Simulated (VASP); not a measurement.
# Ba3TaH9 (P-3m1) in VASP: relaxation of cell and atoms with PBE

Aim: the relaxation of cell and atoms of Ba3TaH9 with PBE.

All numbers are computed with VASP 6.6.1; they aren't measurements. Logs are shortened: lines on timing, memory, paths and dates and some standing lists are left out, and cuts for length are marked.

### 1 The cell of the first run

It takes space group P-3m1 (No. 164, trigonal). Conventional cell: a = 6.444 Å, b = 6.444 Å, c = 8.119 Å, α = 90.00°, β = 90.00°, γ = 120.00°. Ba (site symmetry 3m) has 12 H at 3.22 to 3.28 Å and 3 Ta at 3.96 Å within 4.2 Å. Ba (site symmetry -3m) has 12 H at 3.22 to 3.28 Å and 2 Ta at 4.06 Å within 4.2 Å. Within 3.0 Å of Ta (site symmetry -3m) lie 6 H at 2.30 Å. H (site symmetry m) has 1 Ta at 2.30 Å within 3.0 Å. Within 4.2 Å of H (site symmetry 2/m) lie 4 Ba at 3.22 to 3.28 Å and 8 H at 3.22 to 3.28 Å.

### 2 Relaxation of cell and atoms, PBE

INCAR reads:

```
SYSTEM = Ba3TaH9
PREC = Accurate
ENCUT = 500
EDIFF = 1E-7
ISMEAR = 0
SIGMA = 0.1
LREAL = .False.
LASPH = .True.
NELM = 120
ALGO = Normal
ISIF = 3
LWAVE = .False.
LCHARG = .False.
GGA = PE
IBRION = 2
NSW = 90
EDIFFG = -0.04
GGA_COMPAT = .False.
NELMIN = 4
```

KPOINTS reads:

```
Automatic mesh
0
Gamma
  3 3 2
  0 0 0
```

POSCAR reads:

```
Ba3TaH9
1.0
    6.4439100000      0.0000000000      0.0000000000
   -3.2219550000      5.5805897600      0.0000000000
    0.0000000000      0.0000000000      8.1193266000
Ba Ta H
3 1 9
Direct
    0.6666666700      0.3333333300      0.6666666700
    0.0000000000      0.0000000000      0.0000000000
    0.3333333300      0.6666666700      0.3333333300
    0.0000000000      0.0000000000      0.5000000000
    0.1666666700      0.3333333300      0.6666666700
    0.6666666700      0.8333333300      0.6666666700
    0.1666666700      0.8333333300      0.6666666700
    0.5000000000      0.0000000000      0.0000000000
    0.0000000000      0.5000000000      0.0000000000
    0.5000000000      0.5000000000      0.0000000000
    0.8333333300      0.6666666700      0.3333333300
    0.3333333300      0.1666666700      0.3333333300
    0.8333333300      0.1666666700      0.3333333300
```

Potentials or basis: VASP PAW PBE potentials, release 64 (Ba_sv, Ta_sv_GW, H).

Launch:

```console
cat potpaw_PBE.64/Ba_sv/POTCAR potpaw_PBE.64/Ta_sv_GW/POTCAR potpaw_PBE.64/H/POTCAR > POTCAR
mpirun -np 1 vasp_std > vasp.out
```

OUTCAR:

```text
SYSTEM = Ba3TaH9
   PREC = Accurate
   ENCUT = 500
   EDIFF = 1E-7
   ISMEAR = 0
   LREAL = .False.
   LASPH = .True.
   NELM = 120
   ISIF = 3
   GGA = PE
   IBRION = 2
   NSW = 90
   EDIFFG = -0.04
   NELMIN = 4

 ion  position               nearest neighbor table
   1  0.667  0.333  0.667-   4 3.96   4 3.96   4 3.96   2 4.60   2 4.60   2 4.60   3 4.60   3 4.60
                             3 4.60
   2  0.000  0.000  0.000-   1 4.60   3 4.60   1 4.60   3 4.60   1 4.60   3 4.60
   3  0.333  0.667  0.333-   4 3.96   4 3.96   4 3.96   2 4.60   2 4.60   2 4.60   1 4.60   1 4.60
                             1 4.60
   4  0.000  0.000  0.500-   1 3.96   3 3.96   1 3.96   3 3.96   1 3.96   3 3.96
   5  0.167  0.333  0.667-
   6  0.667  0.833  0.667-
   7  0.167  0.833  0.667-
   8  0.500  0.000  0.000-
   9  0.000  0.500  0.000-
  10  0.500  0.500  0.000-
  11  0.833  0.667  0.333-
  12  0.333  0.167  0.333-
  13  0.833  0.167  0.333-

  LATTYP: Found a hexagonal cell.
 ALAT       =     6.4439100000
 C/A-ratio  =     1.2600000000

  Lattice vectors:

 A1 = (   6.4439100000,   0.0000000000,   0.0000000000)
 A2 = (  -3.2219550000,   5.5805897600,   0.0000000000)
 A3 = (   0.0000000000,   0.0000000000,   8.1193266000)

Analysis of symmetry for initial positions (statically):
=====================================================================
 Subroutine PRICEL returns:
 Original cell was already a primitive cell.

 Routine SETGRP: Setting up the symmetry group for a
 hexagonal supercell.

 Subroutine GETGRP returns: Found 12 space group operations
 (whereof 12 operations were pure point group operations)
 out of a pool of 24 trial point group operations.

The static configuration has the point symmetry D_3d.

Analysis of symmetry for dynamics (positions and initial velocities):
=====================================================================
 Subroutine PRICEL returns:
 Original cell was already a primitive cell.

 Routine SETGRP: Setting up the symmetry group for a
 hexagonal supercell.

 Subroutine GETGRP returns: Found 12 space group operations
 (whereof 12 operations were pure point group operations)
 out of a pool of 24 trial point group operations.

The dynamic configuration has the point symmetry D_3d.

 Subroutine INISYM returns: Found 12 space group operations
 (whereof 12 operations are pure point group operations),
 and found     1 'primitive' translations

----------------------------------------------------------------------------------------

                                     Primitive cell

  volume of cell :     291.9776

  direct lattice vectors                    reciprocal lattice vectors
     6.443910000  0.000000000  0.000000000     0.155185283  0.089596265  0.000000000
    -3.221955000  5.580589760  0.000000000     0.000000000  0.179192530  0.000000000
     0.000000000  0.000000000  8.119326600     0.000000000  0.000000000  0.123162923

  length of vectors
     6.443910000  6.443910000  8.119326600     0.179192530  0.179192530  0.123162923

  position of ions in fractional coordinates (direct lattice)
     0.666666670  0.333333330  0.666666670
     0.000000000  0.000000000  0.000000000
     0.333333330  0.666666670  0.333333330
     0.000000000  0.000000000  0.500000000
     0.166666670  0.333333330  0.666666670
     0.666666670  0.833333330  0.666666670
     0.166666670  0.833333330  0.666666670
     0.500000000  0.000000000  0.000000000
     0.000000000  0.500000000  0.000000000
     0.500000000  0.500000000  0.000000000
     0.833333330  0.666666670  0.333333330
     0.333333330  0.166666670  0.333333330
     0.833333330  0.166666670  0.333333330

  ion indices of the primitive-cell ions
   primitive index   ion index
                 1           1
                 2           2
                 3           3
                 4           4
                 5           5
                 6           6
                 7           7
                 8           8
                 9           9
                10          10
                11          11
                12          12
                13          13

----------------------------------------------------------------------------------------

 KPOINTS: Automatic mesh

Automatic generation of k-mesh.
 Grid dimensions read from file:
 generate k-points for:    3    3    2

 Generating k-lattice:

  Cartesian coordinates                     Fractional coordinates (reciprocal lattice)
     0.051728428  0.029865422  0.000000000     0.333333333  0.000000000  0.000000000
     0.000000000  0.059730843  0.000000000     0.000000000  0.333333333  0.000000000
     0.000000000  0.000000000  0.061581462     0.000000000  0.000000000  0.500000000

  Length of vectors
     0.059730843  0.059730843  0.061581462

  Shift w.r.t. Gamma in fractional coordinates (k-lattice)
     0.000000000  0.000000000  0.000000000

 Subroutine IBZKPT returns following result:
 ===========================================

 Found      6 irreducible k-points:

 Following reciprocal coordinates:
            Coordinates               Weight
  0.000000  0.000000  0.000000      1.000000
  0.333333  0.000000  0.000000      6.000000
  0.333333  0.333333  0.000000      2.000000
  0.000000  0.000000  0.500000      1.000000
  0.333333  0.000000  0.500000      6.000000
  0.333333  0.333333  0.500000      2.000000
   k-points           NKPTS =      6   k-points in BZ     NKDIM =      6   number of bands    NBANDS=     33
   number of dos      NEDOS =    301   number of ions     NIONS =     13
   total plane-waves  NPLWV = 138240
   dimension x,y,z NGX =    48 NGY =   48 NGZ =   60
   dimension x,y,z NGXF=    96 NGYF=   96 NGZF=  120
   ions per type =               3   1   9
   NGX,Y,Z   is equivalent  to a cutoff of  12.38, 12.38, 12.29 a.u.
   NGXF,Y,Z  is equivalent  to a cutoff of  24.77, 24.77, 24.57 a.u.
 SYSTEM =  Ba3TaH9
   PREC   = accura    normal or accurate (medium, high low for compatibility)
   ISTART =      0    job   : 0-new  1-cont  2-samecut
   ICHARG =      2    charge: 1-file 2-atom 10-const
   ISPIN  =      1    spin polarized calculation?
   LNONCOLLINEAR =      F non collinear calculations
   LSORBIT =      F    spin-orbit coupling
   LASPH  =      T    aspherical Exc in radial PAW
   ENCUT  =  500.0 eV  36.75 Ry    6.06 a.u.  11.75 11.75 14.80*2*pi/ulx,y,z
   NELM   =    120;   NELMIN=  4; NELMDL= -5     # of ELM steps
   EDIFF  = 0.1E-06   stopping-criterion for ELM
   LREAL  =      F    real-space projection
   EDIFFG = -.4E-01   stopping-criterion for IOM
   NSW    =     90    number of steps for IOM
   IBRION =      2    ionic relax: 0-MD 1-quasi-New 2-CG
   NFREE  =      1    steps in history (QN), initial steepest desc. (CG)
   ISIF   =      3    stress and relaxation
   ISYM   =      2    0-nonsym 1-usesym 2-fastsym
   POTIM  = 0.5000    time-step for ionic-motion
   TEBEG  =    0.0;   TEEND  =   0.0 temperature during run
   PSTRESS=    0.0 pullay stress
   NELECT =      52.0000    total number of electrons
   NUPDOWN=      -1.0000    fix difference up-down
   EMIN   =  10.00;   EMAX   =-10.00  energy-range for DOS
   EFERMI =   0.00;   METHOD = LEGACY
   ISMEAR =     0;   SIGMA  =   0.10  broadening in eV -4-tet -1-fermi 0-gaus
   EFERMI_NEDOS =   21; number of points for ismear=-14 and -15
   IALGO  =     38    algorithm
   IMIX   =      4    mixing-type and parameters
     AMIX     =   0.40;   BMIX     =  1.00
     AMIX_MAG =   1.60;   BMIX_MAG =  1.00
  volume/ion in A,a.u.               =      22.46       151.57
  Fermi-wavevector in a.u.,A,eV,Ry     =   0.921070  1.740570 11.542780  0.848370
  Thomas-Fermi vector in A             =   2.046446
   LORBIT       =      0    0 simple, 1 ext, 2 COOP (PROOUT), +10 PAW based schemes
   GGA     = PE    functional components
   LHFCALC =     F    Hartree Fock is set to
   AEXX    =    0.0000 exact exchange contribution
   IVDW    =     0    specifies the selected vdW correction
   LEPSILON=     F    determine dielectric tensor
   LRPA    =     F    only Hartree local field effects (RPA)
 conjugate gradient relaxation of ions
 non-spin polarized calculation
 Gauss-broadening in eV      SIGMA  =   0.10
  energy-cutoff  :      500.00
  volume of cell :      291.98
 maximum number of plane-waves:      7428
 NGX is ok and might be reduce to    48
   NGX = 23   NGY = 23   NGZ = 29

--------------------------------------- Ionic step        1  -------------------------------------------

 number of electron      51.9999992 magnetization

 Free energy of the ion-electron system (eV)
  ---------------------------------------------------
  ext. energy  EPLUGINS =         0.00000000
  ---------------------------------------------------
  free energy    TOTEN  =       -47.68836905 eV

  energy without entropy =      -47.58444437  energy(sigma->0) =      -47.63640671

------------------------ aborting loop because EDIFF is reached ----------------------------------------

  FORCE on cell =-STRESS in cart. coord.  units (eV):
  Direction    XX          YY          ZZ          XY          YZ          ZX
  --------------------------------------------------------------------------------------
  -------------------------------------------------------------------------------------
  Total      -15.6884460    -15.6884460    -17.5738430     -0.0000000      0.0000000     -0.0000000
  in kB      -86.0876661    -86.0876661    -96.4334602     -0.0000000      0.0000000     -0.0000000
  external PRESSURE =     -89.5362642 kB  Pullay stress =       0.0000000 kB
[... 122 lines left out ...]
  FREE ENERGIE OF THE ION-ELECTRON SYSTEM (eV)
  ---------------------------------------------------
  free  energy   TOTEN  =       -52.1124159849 eV

  energy  without entropy=      -52.0460507284  energy(sigma->0) =      -52.07923336

[... ionic steps 4 to 8 ...]

--------------------------------------- Ionic step        9  -------------------------------------------

 number of electron      51.9999997 magnetization

------------------------ aborting loop because EDIFF is reached ----------------------------------------

  FORCE on cell =-STRESS in cart. coord.  units (eV):
  Direction    XX          YY          ZZ          XY          YZ          ZX
  --------------------------------------------------------------------------------------
  -------------------------------------------------------------------------------------
  Total       -0.4205106     -0.4205106      0.6320373      0.0000000     -0.0000000     -0.0000000
  in kB       -3.2247412     -3.2247412      4.8468618      0.0000000     -0.0000000     -0.0000000
  external PRESSURE =      -0.5342069 kB  Pullay stress =       0.0000000 kB
[... 79 lines left out ...]
  energy  without entropy=      -52.5280414342  energy(sigma->0) =      -52.55433449

--------------------------------------- Ionic step       11  -------------------------------------------

 number of electron      51.9999995 magnetization

 Free energy of the ion-electron system (eV)
  ---------------------------------------------------
  ext. energy  EPLUGINS =         0.00000000
  ---------------------------------------------------
  free energy    TOTEN  =       -52.58804903 eV

  energy without entropy =      -52.53365285  energy(sigma->0) =      -52.56085094

 E-fermi :   1.4735     XC(G=0):  -8.5449

 val. band max:        1.4004830510   @ k =   0.3333   0.0000   0.0000
 cond. band min:       1.5078174641   @ k =   0.3333   0.0000   0.5000
 fundamental gap:      0.1073344131
 Fermi energy:         1.4735172180

 k-point     1 :       0.0000    0.0000    0.0000
  band No.  band energies     occupation
      1     -66.8200      2.00000
      2     -33.2839      2.00000
      3     -33.2839      2.00000
      4     -33.1426      2.00000
      5     -25.9525      2.00000
      6     -25.8537      2.00000
[... 245 lines left out ...]
  FREE ENERGIE OF THE ION-ELECTRON SYSTEM (eV)
  ---------------------------------------------------
  free  energy   TOTEN  =       -52.5880490282 eV

  energy  without entropy=      -52.5336528492  energy(sigma->0) =      -52.56085094

 reached required accuracy - stopping structural energy minimisation
```

Run time: 9.2 min. Hardware: 1 thread of Intel Xeon 6975P-C (Granite Rapids), shared host; peak memory 0.44 GiB.

Results:

| Property | Result |
| --- | --- |
| Free energy | -52.5880 eV |
| Relaxed volume | 16.21 Å³/atom |
| Relaxed cell | a = 5.827 Å, b = 5.827 Å, c = 7.165 Å, α = 90.00°, β = 90.00°, γ = 120.00° |
| Space group after relaxing (to 0.1 Å) | P-3m1 (No. 164) |
| Energy gained by relaxing | 376.9 meV/atom |
| Ionic steps | 11 |
| Pressure after relaxing | 0.0 GPa |
| Largest force after relaxing | 0.035 eV/Å |
| Band gap on the k mesh | zero (bands 26 and 27 overlap by 0.15 eV) |

Forces in eV/Å, atoms in the order of the input:
```
Ba   0.000  0.000 -0.035
Ba   0.000  0.000  0.000
Ba   0.000  0.000  0.035
Ta   0.000  0.000  0.000
H    0.000  0.002  0.023
H   -0.002 -0.001  0.023
H    0.002 -0.001  0.023
H    0.000  0.000  0.000
H    0.000  0.000  0.000
H    0.000  0.000  0.000
H    0.000 -0.002 -0.023
H    0.002  0.001 -0.023
H   -0.002  0.001 -0.023
```

Stress tensor (GPa, compression positive):
```
-0.08  0.00  0.00
 0.00 -0.08  0.00
 0.00  0.00  0.14
```

The path:
| step | energy change (eV) | largest force (eV/Å) | pressure (GPa) | volume (Å³) |
| --- | --- | --- | --- | --- |
| 1 | 0.0000 | 1.7172 | -8.95 | 291.98 |
| 2 | -3.2651 | 1.1897 | -6.13 | 242.08 |
| 3 | -4.4240 | 1.3150 | 0.04 | 206.09 |
| 4 | -4.4275 | 1.3255 | 0.77 | 203.38 |
| 5 | -4.6265 | 1.0513 | 0.89 | 203.21 |
| 6 | -4.8208 | 0.2934 | 2.02 | 202.59 |
| 7 | -4.8387 | 0.2329 | 1.62 | 202.76 |
| 8 | -4.8810 | 0.1555 | -0.49 | 210.70 |
| 9 | -4.8845 | 0.1118 | -0.05 | 208.93 |
| 10 | -4.8923 | 0.0672 | -0.04 | 209.48 |
| 11 | -4.8997 | 0.0350 | -0.01 | 210.71 |

Final structure:
```cif
data_structure
_symmetry_space_group_name_H-M 'P 1'
_symmetry_Int_Tables_number 1
_cell_length_a 5.8274
_cell_length_b 5.8274
_cell_length_c 7.1649
_cell_angle_alpha 90.000
_cell_angle_beta 90.000
_cell_angle_gamma 120.000
_cell_volume 210.71
loop_
_atom_site_label
_atom_site_type_symbol
_atom_site_fract_x
_atom_site_fract_y
_atom_site_fract_z
_atom_site_occupancy
Ba1 Ba 0.66667 0.33333 0.72133 1
Ba2 Ba 0.00000 0.00000 0.00000 1
Ba3 Ba 0.33333 0.66667 0.27867 1
Ta1 Ta 0.00000 0.00000 0.50000 1
H1 H 0.15445 0.30891 0.65117 1
H2 H 0.69109 0.84555 0.65117 1
H3 H 0.15445 0.84555 0.65117 1
H4 H 0.50000 0.00000 0.00000 1
H5 H 0.00000 0.50000 0.00000 1
H6 H 0.50000 0.50000 0.00000 1
H7 H 0.84555 0.69109 0.34883 1
H8 H 0.30891 0.15445 0.34883 1
H9 H 0.84555 0.15445 0.34883 1
```

Levels at points of the mesh, in eV from the Fermi level:
| k point | band 23 | band 24 | band 25 | band 26 | band 27 | band 28 |
| --- | --- | --- | --- | --- | --- | --- |
| (0.00, 0.00, 0.00) | -2.58 | -1.46 | -1.46 | -0.28 | 0.17 | 0.17 |
| (0.00, 0.00, 0.50) | -2.35 | -1.12 | -1.12 | 0.07 | 0.07 | 0.35 |

Caveat: the k points lie up to 0.44 Å⁻¹ apart in the final cell; the volume moved by over 15 % at a fixed basis, so the end points are rough; spin-orbit coupling is left out, which moves the levels of the heavy elements.

The gap in the log of VASP goes by the Fermi energy; the results here count the filled bands.